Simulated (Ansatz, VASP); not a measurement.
**MgO in VASP and in Ansatz**

```xyz
8
Lattice="3.3035 0.0000 0.0000 -1.6517 2.8609 0.0000 0.0000 0.0000 10.0388" Properties=species:S:1:pos:R:3 pbc="T T T"
Mg   -0.1360    1.9073   -0.0389
Mg    0.1360    1.9073    5.0951
Mg    1.5740    0.9536    2.5060
Mg    1.7295    0.9536    7.5695
O    -0.0821    1.9073    1.9604
O     0.0821    1.9073    7.0839
O     1.7791    0.9536    4.5461
O     1.5244    0.9536    9.5176
```

Change from the starting cell: mode 4 frozen in at -0.136 Å and mode 10 at -0.057 Å (largest displacements).

Alike in both runs: task single point; functional PBEsol; k mesh 9 × 9 × 4; occupations gaussian, width 0.05 eV; no spin polarisation.

|  | VASP | Ansatz |
| --- | --- | --- |
| version | VASP 6.6.1 | Ansatz 0.2.0 |
| potentials or method | VASP PAW PBE potentials, release 64 (Mg, O), cutoff 600 eV | scalar-relativistic, plane waves, PAW |
| valence electrons in the cell | 32 | 64 |

Ansatz gave:

* gap on the k mesh at the Fermi level (eV): 3.29
* least direct gap on the mesh (eV): 3.29
* pressure (GPa): 0.0
* traceless stress, the component that is largest in VASP (GPa): -0.33
* rms of the force components (eV/Å): 0.149

**Question.** Which values does VASP return?

**Answer.** gap on the k mesh at the Fermi level (eV): 3.29; least direct gap on the mesh (eV): 3.29; pressure (GPa): -0.5; traceless stress, the component that is largest in VASP (GPa): -0.34; rms of the force components (eV/Å): 0.152.

VASP's potentials were made for PBE, not for PBEsol, and Ansatz warns of the same on its side. Atom by atom the forces differ by 0.003 eV/Å (rms over components). VASP's potentials hold 32 valence electrons a cell and Ansatz's 64, so a difference there can come from the potentials and not from the codes.
